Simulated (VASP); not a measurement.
Here is a VASP 6.6.1 calculation.

The input INCAR:

```
SYSTEM = Cu3B
PREC = Accurate
ENCUT = 600
EDIFF = 1E-6
ISMEAR = 0
SIGMA = 0.2
LREAL = .FALSE.
LASPH = .TRUE.
NELM = 120
ALGO = Normal
ISIF = 2
LWAVE = .FALSE.
LCHARG = .TRUE.
GGA = PE
LELF = .TRUE.
LVHAR = .TRUE.
NBANDS = 26
GGA_COMPAT = .FALSE.
```

File KPOINTS:

```
regular mesh
0
G
  5 5 5
  0 0 0
```

POSCAR

```
Cu3B
1.0
    3.9232466882      0.0000000000      0.0000000000
    0.0000000000      3.9232466882      0.0000000000
    0.0000000000      0.0000000000      3.9264427003
Cu B
3 1
Direct
    0.5000000000      0.0000000000      0.9777056154
    0.0000000000      0.5000000000      0.9777056154
    0.5000000000      0.5000000000      0.4784242577
    0.5000000000      0.5000000000     -0.0214520684
```

Potentials or basis: VASP PAW PBE potentials, release 64 (Cu, B).

Launch:

```console
$ cat potpaw_PBE.64/Cu/POTCAR potpaw_PBE.64/B/POTCAR > POTCAR
$ mpirun -np 1 vasp_std > vasp.out
```

Predict the pressure.

0.6 GPa.

Predict the band gap on the k mesh.

zero (bands 18 and 19 overlap by 1.76 eV).

Predict the largest force.

0.003 eV/Å.

Forces in eV/Å, atoms in the order of the input:
```
Cu   0.000  0.000  0.001
Cu   0.000  0.000  0.001
Cu   0.000  0.000  0.001
B    0.000  0.000 -0.003
```
